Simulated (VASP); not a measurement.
Wanted: the native input for a VASP 6.6.1 run.

| Property | Result |
| --- | --- |
| Task | relaxation of cell and atoms |
| Functional | PBE |
| Dispersion | D3(BJ) |
| Potentials or basis | VASP PAW PBE potentials, release 64 (Sn_d, O) |
| Cutoff | 600 eV |
| k mesh | 6 × 6 × 8 |
| Occupations | gaussian, width 0.02 eV |
| Spin | no spin polarisation |
| Dipole correction | no |
| Further INCAR settings | ALGO = Normal; EDIFF = 1e-06; IBRION = 2; EDIFFG = -0.005; NSW = 70; ISIF = 3 |

The structure of SnO2 lies in POSCAR:

```
SnO2
1.0
    4.8274196571      0.0000000000      0.0000000000
    0.0000000000      4.8274196571      0.0000000000
    0.0000000000      0.0000000000      3.2380690932
Sn O
2 4
Direct
    0.0000000000      0.0000000000      0.0000000000
    0.5000000000      0.5000000000      0.5000000000
    0.3065442635      0.3065442635      0.0000000000
    0.1934557365      0.8065442635      0.5000000000
    0.6934557365      0.6934557365      0.0000000000
    0.8065442635      0.1934557365      0.5000000000
```

The input as run:

INCAR

```
PREC = Accurate
ENCUT = 600
EDIFF = 1E-6
ISMEAR = 0
SIGMA = 0.02
LREAL = F
LASPH = T
NELM = 60
ALGO = Normal
ISIF = 3
LWAVE = F
LCHARG = F
GGA = PE
IVDW = 12
IBRION = 2
NSW = 70
EDIFFG = -0.005
```

KPOINTS

```
regular mesh
0
Gamma
  6 6 8
```

Potentials or basis: VASP PAW PBE potentials, release 64 (Sn_d, O).

Launch:

```bash
$ cat potpaw_PBE.64/Sn_d/POTCAR potpaw_PBE.64/O/POTCAR > POTCAR
$ mpirun -np 1 vasp_std > vasp.out
```

Results of the run:

```
Relaxed volume                         : 12.40 Å³/atom
Relaxed cell                           : a = 4.796 Å, b = 4.796 Å, c = 3.234 Å, α = 90.00°, β = 90.00°, γ = 90.00°
Space group after relaxing (to 0.05 Å) : P4_2/mnm (No. 136)
Energy gained by relaxing              : 1.4 meV/atom
Ionic steps                            : 12
Pressure after relaxing                : 0.0 GPa
Band gap on the k mesh                 : 0.80 eV, direct
Dispersion energy per atom             : -0.214 eV
```

Caveat: spin-orbit coupling is left out, which moves the levels of the heavy elements.

It took 22 min on 1 thread of AMD EPYC 7R13, with other jobs on the host, peak memory 0.26 GiB.
